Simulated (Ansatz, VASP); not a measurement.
## One calculation of Si, two programs

```xyz
2
Lattice="0.0000 2.7169 2.7169 2.7169 0.0000 2.7169 2.7169 2.7169 0.0000" Properties=species:S:1:pos:R:3 pbc="T T T"
Si    4.0754    4.0754    4.0754
Si    2.7169    2.7169    2.7169
```

Alike in both runs: functional PBEsol; k mesh 8 × 8 × 8; occupations gaussian, width 0.02 eV; no spin polarisation.

Ansatz relaxed the structure, and its values are those at the end. VASP's run is a single point on that final structure, the one shown.

```csv
,VASP,Ansatz
version,VASP 6.6.1,Ansatz 0.2.0
potentials or method,"VASP PAW PBE potentials, release 64 (Si), cutoff 500 eV","scalar-relativistic, plane waves, PAW"
valence electrons in the cell,8,8
```

Ansatz gave:

```
gap on the k mesh at the Fermi level (eV) : 0.51
least direct gap on the mesh (eV)         : 2.52
pressure (GPa)                            : 0.0
```

What did VASP give for the same quantities?

gap on the k mesh at the Fermi level (eV): 0.51; least direct gap on the mesh (eV): 2.52; pressure (GPa): 0.1.

VASP's potentials were made for PBE, not for PBEsol. The functional is the same, so the differences come from potentials, cutoffs and numerics.
